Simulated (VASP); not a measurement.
Here is a VASP 6.6.1 calculation.

Contents of INCAR:

```
  ALGO = Normal
  EDIFF = 1E-6
  ENCUT = 520
  GGA = PE
  ISIF = 2
  ISMEAR = 0
  LASPH = True
  LCHARG = False
  LREAL = False
  LWAVE = False
  NBANDS = 30
  NELM = 100
  PREC = Accurate
  SIGMA = 0.1
```

File KPOINTS:

```
k-points
0
Gamma
  6 6 4
```

The input POSCAR:

```
Zr2NbC2
1.0
    3.2810590937      0.0000000000      0.0000000000
   -1.6405295469      2.8414805265      0.0000000000
    0.0000000000      0.0000000000      7.8956755045
Zr Nb C
2 1 2
Direct
    0.6666666667      0.3333333333      0.6824530857
    0.3333333333      0.6666666667      0.3175469143
    0.0000000000      0.0000000000      0.0000000000
    0.6666666667      0.3333333333      0.1631946827
    0.3333333333      0.6666666667      0.8368053173
```

Potentials or basis: VASP PAW PBE potentials, release 64 (Zr_sv, Nb_sv, C).

The run is started by

```console
$ cat potpaw_PBE.64/Zr_sv/POTCAR potpaw_PBE.64/Nb_sv/POTCAR potpaw_PBE.64/C/POTCAR > POTCAR
$ mpirun -np 1 vasp_std > vasp.out
```

**Question.** What does it give for the band gap on the k mesh?

**Answer.** Zero (an odd number of electrons rules out a gap without spin polarisation).

**Question.** Predict the largest force.

**Answer.** 0.015 eV/Å.

**Question.** Predict the pressure.

**Answer.** 0.0 GPa.

Forces on the atoms (eV/Å):
```
Zr   0.000  0.000 -0.005
Zr   0.000  0.000  0.005
Nb   0.000  0.000  0.000
C    0.000  0.000 -0.015
C    0.000  0.000  0.015
```

Caveat: the k points lie up to 0.37 Å⁻¹ apart, too coarse for converged energies and pressures of a metal.
